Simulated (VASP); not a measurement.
A run of VASP 6.6.1:

INCAR

```
SYSTEM = Al2BN3
PREC = Accurate
ENCUT = 520
EDIFF = 1E-6
ISMEAR = 0
SIGMA = 0.1
LREAL = .False.
LASPH = .True.
NELM = 80
ALGO = Normal
ISIF = 2
LWAVE = .False.
LCHARG = .False.
GGA = PE
NBANDS = 21
```

File KPOINTS:

```
regular mesh
0
Gamma
  6 6 6
  0 0 0
```

Contents of POSCAR:

```
Al2BN3
1.0
    4.7291362100      0.0000000000      0.0000000000
   -2.3645681100      4.0955521000      0.0000000000
    0.0000000000      0.0000000000      3.5539712200
Al B N
2 1 3
Direct
    0.3333333300      0.6666666700      0.0000000000
    0.6666666700      0.3333333300      0.0000000000
    0.0000000000      0.0000000000      0.0000000000
    0.5000000000      0.0000000000      0.5000000000
    0.0000000000      0.5000000000      0.5000000000
    0.5000000000      0.5000000000      0.5000000000
```

Potentials or basis: VASP PAW PBE potentials, release 64 (Al, B, N).

Launch:

```console
$ cat potpaw_PBE.64/Al/POTCAR potpaw_PBE.64/B/POTCAR potpaw_PBE.64/N/POTCAR > POTCAR
$ mpirun -np 1 vasp_std > vasp.out
```

Hardware: 1 thread of AMD EPYC 9R45 96-Core Processor (Zen 5) (shared host).

Problem. Estimate the wall time of this run.

Solution. Wall time 19 s on 1 thread of AMD EPYC 9R45 96-Core Processor (Zen 5) (shared host), peak memory 0.16 GiB. Counts: scf iterations 13, k points 28.
